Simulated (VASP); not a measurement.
# Li2S: single point with LDA

Li2S:

```
Li S
1.0
     0.00000    2.78344    2.78344
     2.78344    0.00000    2.78344
     2.78344    2.78344    0.00000
Li S
2 1
Direct
  0.25000 0.25000 0.25000
  0.75000 0.75000 0.75000
  0.00000 0.00000 0.00000
```

```yaml
Program: VASP 6.6.1
Task: single point
Functional: LDA
Potentials_or_basis: VASP PAW LDA potentials, release 64 (Li_sv, S)
Cutoff: 750 eV
k_mesh: 8 × 8 × 8
Occupations: gaussian, width 0.02 eV
Spin: no spin polarisation
```

| Item | Value |
| --- | --- |
| Pressure | -0.1 GPa |
| Band gap on the k mesh | 3.12 eV, indirect (least direct gap 4.43 eV) |

Levels at points of the mesh, in eV from the valence-band top:
| k point | band 4 | band 5 | band 6 | band 7 | band 8 | band 9 |
| --- | --- | --- | --- | --- | --- | --- |
| (0.00, 0.00, 0.00) | 0.00 | 0.00 | 0.00 | 4.43 | 6.04 | 6.04 |
| (0.50, 0.00, 0.00) | -3.17 | -0.58 | -0.58 | 6.26 | 6.40 | 6.40 |
| (0.50, 0.50, 0.00) | -2.34 | -1.61 | -1.61 | 3.12 | 7.16 | 11.33 |

Wall time 20 s on 1 thread of Intel(R) Xeon(R) Platinum 8375C CPU @ 2.90GHz (Ice Lake) (shared host), peak memory 0.17 GiB.

A k mesh can miss the band edges. As with any semilocal functional, this LDA gap is likely too small.
